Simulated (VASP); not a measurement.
# Cu (Fm-3m) in VASP: further runs

Cu is run at these levels: PBE exchange alone, LDA; tasks: single point.

All numbers are computed with VASP 6.6.1; they aren't measurements. Logs are shortened: lines on timing, memory, paths and dates and some standing lists are left out, and cuts for length are marked.

## 1. The cell of the first run

It takes space group Fm-3m (No. 225, cubic). Conventional cell: a = 3.591 Å, b = 3.591 Å, c = 3.591 Å, α = 90.00°, β = 90.00°, γ = 90.00°. Cu (site symmetry m-3m) has 12 Cu at 2.54 Å within 3.4 Å.

## 2. Single point, PBE exchange alone

File INCAR:

```
PREC     = Accurate       # precision mode
ENCUT    = 600            # plane-wave cutoff, eV
EDIFF    = 1E-6           # SCF threshold, eV
ISMEAR   = -1             # smearing method
SIGMA    = 0.05           # smearing width, eV
LREAL    = F              # projectors in reciprocal space
LASPH    = T              # aspherical terms in the spheres
NELM     = 120            # most SCF steps
ALGO     = Normal         # electronic algorithm
ISIF     = 2              # what is computed and relaxed
LWAVE    = F              # write WAVECAR
LCHARG   = F              # write CHGCAR
GGA      = PE             # functional
ALDAC    = 0.0          
AGGAC    = 0.0          
NBANDS   = 12             # bands
GGA_COMPAT= F
```

File KPOINTS:

```
regular mesh
0
Gamma
  13 13 13
```

File POSCAR:

```
Cu
1.0
    0.0000000000      1.7953687620      1.7953687620
    1.7953687620      0.0000000000      1.7953687620
    1.7953687620      1.7953687620      0.0000000000
Cu
1
Direct
    0.0000000000      0.0000000000      0.0000000000
```

Potentials or basis: VASP PAW PBE potentials, release 64 (Cu).

Run with:

```
$ cat potpaw_PBE.64/Cu/POTCAR > POTCAR
$ mpirun -np 1 vasp_std > vasp.out
```

OUTCAR:

```text
PREC = Accurate
   ENCUT = 600
   EDIFF = 1E-6
   ISMEAR = -1
   LREAL = F
   LASPH = T
   NELM = 120
   ISIF = 2
   GGA = PE

 ion  position               nearest neighbor table
   1  0.000  0.000  0.000-

  LATTYP: Found a face centered cubic cell.
 ALAT       =     3.5907375240

  Lattice vectors:

 A1 = (   0.0000000000,   1.7953687620,   1.7953687620)
 A2 = (   1.7953687620,   0.0000000000,   1.7953687620)
 A3 = (   1.7953687620,   1.7953687620,   0.0000000000)

Analysis of symmetry for initial positions (statically):
=====================================================================
 Subroutine PRICEL returns:
 Original cell was already a primitive cell.

 Routine SETGRP: Setting up the symmetry group for a
 face centered cubic supercell.

 Subroutine GETGRP returns: Found 48 space group operations
 (whereof 48 operations were pure point group operations)
 out of a pool of 48 trial point group operations.

The static configuration has the point symmetry O_h .

Analysis of symmetry for dynamics (positions and initial velocities):
=====================================================================
 Subroutine PRICEL returns:
 Original cell was already a primitive cell.

 Routine SETGRP: Setting up the symmetry group for a
 face centered cubic supercell.

 Subroutine GETGRP returns: Found 48 space group operations
 (whereof 48 operations were pure point group operations)
 out of a pool of 48 trial point group operations.

The dynamic configuration has the point symmetry O_h .

 Subroutine INISYM returns: Found 48 space group operations
 (whereof 48 operations are pure point group operations),
 and found     1 'primitive' translations

----------------------------------------------------------------------------------------

                                     Primitive cell

  volume of cell :      11.5742

  direct lattice vectors                    reciprocal lattice vectors
     0.000000000  1.795368762  1.795368762    -0.278494319  0.278494319  0.278494319
     1.795368762  0.000000000  1.795368762     0.278494319 -0.278494319  0.278494319
     1.795368762  1.795368762  0.000000000     0.278494319  0.278494319 -0.278494319

  length of vectors
     2.539034853  2.539034853  2.539034853     0.482366309  0.482366309  0.482366309

  position of ions in fractional coordinates (direct lattice)
     0.000000000  0.000000000  0.000000000

  ion indices of the primitive-cell ions
   primitive index   ion index
                 1           1

[... 79 lines left out ...]
   POTIM  = 0.5000    time-step for ionic-motion
   TEBEG  =    0.0;   TEEND  =   0.0 temperature during run
   PSTRESS=    0.0 pullay stress
   NELECT =      11.0000    total number of electrons
   NUPDOWN=      -1.0000    fix difference up-down
   EMIN   =  10.00;   EMAX   =-10.00  energy-range for DOS
   EFERMI =   0.00;   METHOD = LEGACY
   ISMEAR =    -1;   SIGMA  =   0.05  broadening in eV -4-tet -1-fermi 0-gaus
   EFERMI_NEDOS =   21; number of points for ismear=-14 and -15
   IALGO  =     38    algorithm
   IMIX   =      4    mixing-type and parameters
     AMIX     =   0.40;   BMIX     =  1.00
     AMIX_MAG =   1.60;   BMIX_MAG =  1.00
  volume/ion in A,a.u.               =      11.57        78.11
  Fermi-wavevector in a.u.,A,eV,Ry     =   1.609566  3.041638 35.248641  2.590702
  Thomas-Fermi vector in A             =   2.705255
   LORBIT       =      0    0 simple, 1 ext, 2 COOP (PROOUT), +10 PAW based schemes
   GGA     = PE    functional components
   LHFCALC =     F    Hartree Fock is set to
   AEXX    =    0.0000 exact exchange contribution
   IVDW    =     0    specifies the selected vdW correction
   LEPSILON=     F    determine dielectric tensor
   LRPA    =     F    only Hartree local field effects (RPA)
 non-spin polarized calculation
  energy-cutoff  :      600.00
  volume of cell :       11.57
 maximum number of plane-waves:       393
   NGX = 11   NGY = 11   NGZ = 11

 number of electron      11.0000008 magnetization

 Free energy of the ion-electron system (eV)
  ---------------------------------------------------
  ext. energy  EPLUGINS =         0.00000000
  ---------------------------------------------------
  free energy    TOTEN  =        -2.06707595 eV

  energy without entropy =       -2.06448264  energy(sigma->0) =       -2.06577929

 E-fermi :   9.7545     XC(G=0): -11.1053

 val. band max:        9.5509745985   @ k =   0.4615   0.2308   0.0000
 cond. band min:       9.7596771697   @ k =   0.4615   0.3077   0.0000
 fundamental gap:      0.2087025712
 Fermi energy:         9.7544960374

 k-point     1 :       0.0000    0.0000    0.0000
  band No.  band energies     occupation
      1       0.0829      2.00000
      2       6.4102      2.00000
      3       6.4102      2.00000
      4       6.4102      2.00000
      5       7.2540      2.00000
      6       7.2540      2.00000
      7      32.5413      0.00000
      8      35.0445      0.00000
      9      35.0445      0.00000
     10      35.0445      0.00000
     11      37.7094      0.00000
     12      37.7094      0.00000
[... 331 lines left out ...]
 k-point    24 :       0.4615    0.1538    0.0000
  band No.  band energies     occupation
      1       4.6029      2.00000
      2       6.0643      2.00000
      3       6.4420      2.00000
      4       6.6925      2.00000
      5       7.8682      2.00000
      6       9.2277      1.99995
      7      15.7306      0.00000
      8      26.6951      0.00000
      9      27.9376      0.00000
     10      30.2803      0.00000
     11      40.0879      0.00000
     12      40.2740      0.00000

 [... further k-points ...]

------------------------ aborting loop because EDIFF is reached ----------------------------------------

  FORCE on cell =-STRESS in cart. coord.  units (eV):
  Direction    XX          YY          ZZ          XY          YZ          ZX
  --------------------------------------------------------------------------------------
  -------------------------------------------------------------------------------------
  Total        1.9898099      1.9898099      1.9898099      0.0000000      0.0000000      0.0000000
  in kB      275.4426462    275.4426462    275.4426462      0.0000000      0.0000000      0.0000000
  external PRESSURE =     275.4426462 kB  Pullay stress =       0.0000000 kB

 VOLUME and BASIS-vectors are now :
 -----------------------------------------------------------------------------
  energy-cutoff  :      600.00
  volume of cell :       11.57
      direct lattice vectors                 reciprocal lattice vectors
     0.000000000  1.795368762  1.795368762    -0.278494319  0.278494319  0.278494319
     1.795368762  0.000000000  1.795368762     0.278494319 -0.278494319  0.278494319
     1.795368762  1.795368762  0.000000000     0.278494319  0.278494319 -0.278494319

 POSITION                                       TOTAL-FORCE (eV/Angst)
 -----------------------------------------------------------------------------------
      0.00000      0.00000      0.00000         0.000000     -0.000000      0.000000
 -----------------------------------------------------------------------------------
    total drift:                                0.000000      0.000000      0.000000

  FREE ENERGIE OF THE ION-ELECTRON SYSTEM (eV)
  ---------------------------------------------------
  free  energy   TOTEN  =        -2.0670759492 eV

  energy  without entropy=       -2.0644826354  energy(sigma->0) =       -2.06577929
```

stdout:

```text
POSCAR found type information on POSCAR Cu
 POSCAR found :  1 types and       1 ions
 scaLAPACK will be used
 LDA part: xc-table for (Slater+PW92), standard interpolation
 POSCAR, INCAR and KPOINTS ok, starting setup
 FFT: planning ... GRIDC
 FFT: planning ... GRID_SOFT
 FFT: planning ... GRID
 WAVECAR not read
 entering main loop
```

It took 13 s on 1 thread of Intel Xeon Platinum 8259CL at 2.50GHz (Skylake/Cascade Lake), shared host; peak memory 0.13 GiB.

Results:

| Item | Value |
| --- | --- |
| Free energy | -2.0671 eV |
| Pressure | 27.5 GPa |
| Band gap on the k mesh | zero (an odd number of electrons rules out a gap without spin polarisation) |

Levels at points of the mesh, in eV from the Fermi level:
```csv
k point,band 4,band 5,band 6,band 7,band 8,band 9
"(0.00, 0.00, 0.00)",-3.34,-2.50,-2.50,22.79,25.29,25.29
```

Caveat: the cell stands under pressure.

## 3. Single point, PBE exchange alone

This run uses another cell than the first one, of 11.81 Å³/atom.

File INCAR:

```
  AGGAC = 0.0
  ALDAC = 0.0
  ALGO = Normal
  EDIFF = 1E-6
  ENCUT = 600
  GGA = PE
  GGA_COMPAT = F
  ISIF = 2
  ISMEAR = -1
  LASPH = T
  LCHARG = T
  LELF = T
  LREAL = F
  LVHAR = T
  LWAVE = F
  NBANDS = 12
  NELM = 120
  PREC = Accurate
  SIGMA = 0.05
```

File KPOINTS:

```
k-points
0
Gamma
  13 13 13
```

File POSCAR:

```
Cu
1.0
    0.0000000000      1.8075000000      1.8075000000
    1.8075000000      0.0000000000      1.8075000000
    1.8075000000      1.8075000000      0.0000000000
Cu
1
Direct
    0.0000000000      0.0000000000      0.0000000000
```

Potentials or basis: VASP PAW PBE potentials, release 64 (Cu).

Run with:

```
$ cat potpaw_PBE.64/Cu/POTCAR > POTCAR
$ mpirun -np 1 vasp_std > vasp.out
```

It took 13 s on 1 thread of Intel Xeon Platinum 8259CL at 2.50GHz (Skylake/Cascade Lake), shared host; peak memory 0.13 GiB.

The run converged. Its results:

| Quantity | Value |
| --- | --- |
| Free energy | -2.1047 eV |
| Pressure | 23.6 GPa |
| Band gap on the k mesh | zero (an odd number of electrons rules out a gap without spin polarisation) |

Levels at points of the mesh, in eV from the Fermi level:
```tsv
k point	band 4	band 5	band 6	band 7	band 8	band 9
(0.00, 0.00, 0.00)	-3.27	-2.46	-2.46	22.64	24.97	24.97
```

Caveat: the cell stands under pressure.

## 4. Single point, PBE exchange alone

This run uses another cell than the first one, of 12.05 Å³/atom.

File INCAR:

```
SYSTEM = Cu
PREC = Accurate ; ENCUT = 600
EDIFF = 1E-6 ; ISMEAR = -1
SIGMA = 0.05 ; LREAL = .False.
LASPH = .True. ; NELM = 120
ALGO = Normal ; ISIF = 2
LWAVE = .False. ; LCHARG = .False.
GGA = PE ; ALDAC = 0.0
AGGAC = 0.0 ; NBANDS = 12
GGA_COMPAT = .False.
```

File KPOINTS:

```
Automatic mesh
0
Gamma
  13 13 13
  0 0 0
```

File POSCAR:

```
Cu
1.0
    0.0000000000      1.8194705475      1.8194705475
    1.8194705475      0.0000000000      1.8194705475
    1.8194705475      1.8194705475      0.0000000000
Cu
1
Direct
    0.0000000000      0.0000000000      0.0000000000
```

Run with:

```
$ cat potpaw_PBE.64/Cu/POTCAR > POTCAR
$ mpirun -np 1 vasp_std > vasp.out
```

Run time: 14 s. Hardware: 1 thread of Intel Xeon Platinum 8259CL at 2.50GHz (Skylake/Cascade Lake), shared host; peak memory 0.14 GiB.

The run converged. Its results:

| Item | Value |
| --- | --- |
| Free energy | -2.1368 eV |
| Pressure | 20.1 GPa |
| Band gap on the k mesh | zero (an odd number of electrons rules out a gap without spin polarisation) |

Levels at points of the mesh, in eV from the Fermi level:
```
           k point  band 4  band 5  band 6  band 7  band 8  band 9
(0.00, 0.00, 0.00)   -3.21   -2.41   -2.41   22.49   24.66   24.66
```

Caveat: the cell stands under pressure.

## 5. Single point, LDA

File INCAR:

```
SYSTEM = Cu
ALGO = Normal ; EDIFF = 1E-6
ENCUT = 600 ; GGA = CA
GGA_COMPAT = .False. ; ISIF = 2
ISMEAR = -1 ; LASPH = .True.
LCHARG = .False. ; LREAL = .False.
LWAVE = .False. ; NBANDS = 12
NELM = 120 ; PREC = Accurate
SIGMA = 0.05
```

File KPOINTS:

```
k-points
0
Gamma
  13 13 13
  0 0 0
```

File POSCAR:

```
Cu
1.0
    0.0000000000      1.7953687620      1.7953687620
    1.7953687620      0.0000000000      1.7953687620
    1.7953687620      1.7953687620      0.0000000000
Cu
1
Direct
    0.0000000000      0.0000000000      0.0000000000
```

Potentials or basis: VASP PAW LDA potentials, release 64 (Cu).

Run with:

```
$ cat potpaw_LDA.64/Cu/POTCAR > POTCAR
$ mpirun -np 1 vasp_std > vasp.out
```

Wall time 16 s (1 thread of Intel Xeon Platinum 8259CL at 2.50GHz (Skylake/Cascade Lake), shared host); peak memory 0.12 GiB.

It converged, with:

```
Free energy            : -4.6912 eV
Pressure               : -9.2 GPa
Band gap on the k mesh : zero (an odd number of electrons rules out a gap without spin polarisation)
```

Levels at points of the mesh, in eV from the Fermi level:
```tsv
k point	band 4	band 5	band 6	band 7	band 8	band 9
(0.00, 0.00, 0.00)	-3.32	-2.45	-2.45	22.67	25.29	25.29
```

Caveat: the cell stands under tension.

## 6. Single point, LDA

This run uses another cell than the first one, of 11.81 Å³/atom.

File INCAR:

```
PREC     = Accurate       # precision mode
ENCUT    = 600            # plane-wave cutoff, eV
EDIFF    = 1E-6           # SCF threshold, eV
ISMEAR   = -1             # smearing method
SIGMA    = 0.05           # smearing width, eV
LREAL    = F              # projectors in reciprocal space
LASPH    = T              # aspherical terms in the spheres
NELM     = 120            # most SCF steps
ALGO     = Normal         # electronic algorithm
ISIF     = 2              # what is computed and relaxed
LWAVE    = F              # write WAVECAR
LCHARG   = T              # write CHGCAR
GGA      = CA             # functional
LELF     = T              # ELF
LVHAR    = T            
NBANDS   = 12             # bands
GGA_COMPAT= F
```

File KPOINTS:

```
regular mesh
0
Gamma
  13 13 13
```

File POSCAR:

```
Cu
1.0
    0.0000000000      1.8075000000      1.8075000000
    1.8075000000      0.0000000000      1.8075000000
    1.8075000000      1.8075000000      0.0000000000
Cu
1
Direct
    0.0000000000      0.0000000000      0.0000000000
```

Potentials or basis: VASP PAW LDA potentials, release 64 (Cu).

Run with:

```
$ cat potpaw_LDA.64/Cu/POTCAR > POTCAR
$ mpirun -np 1 vasp_std > vasp.out
```

Wall time 18 s (1 thread of Intel Xeon Platinum 8259CL at 2.50GHz (Skylake/Cascade Lake), shared host); peak memory 0.12 GiB.

Results (log left out):

* Free energy: -4.6757 eV
* Pressure: -11.8 GPa
* Band gap on the k mesh: zero (an odd number of electrons rules out a gap without spin polarisation)

Levels at points of the mesh, in eV from the Fermi level:
| k point | band 3 | band 4 | band 5 | band 6 | band 7 | band 8 | band 9 | band 10 |
| --- | --- | --- | --- | --- | --- | --- | --- | --- |
| (0.00, 0.00, 0.00) | -3.25 | -3.25 | -2.41 | -2.41 | 22.52 | 24.98 | 24.98 | 24.98 |

Caveat: the cell stands under tension.

## 7. The runs side by side

| level | potentials or basis | cell | gap on the mesh (eV) | pressure (GPa) |
| --- | --- | --- | --- | --- |
| PBE exchange alone | VASP PAW PBE potentials, release 64 (Cu) | a = 2.539 Å, angles 60.0°, 1 atom | none | 27.5 |
| PBE exchange alone | VASP PAW PBE potentials, release 64 (Cu) | a = 2.556 Å, angles 60.0°, 1 atom | none | 23.6 |
| PBE exchange alone | VASP PAW PBE potentials, release 64 (Cu) | a = 2.573 Å, angles 60.0°, 1 atom | none | 20.1 |
| LDA | VASP PAW LDA potentials, release 64 (Cu) | a = 2.539 Å, angles 60.0°, 1 atom | none | -9.2 |
| LDA | VASP PAW LDA potentials, release 64 (Cu) | a = 2.556 Å, angles 60.0°, 1 atom | none | -11.8 |

Alike in all rows: task single point; no spin polarisation; k mesh 13 × 13 × 13; cutoff (eV) 600; smearing fermi-dirac 0.05 eV.

Caveats: the cell stands under pressure (at least some runs); the cell stands under tension (at least some runs).

Absolute energies hang on the potentials; compare differences alone.
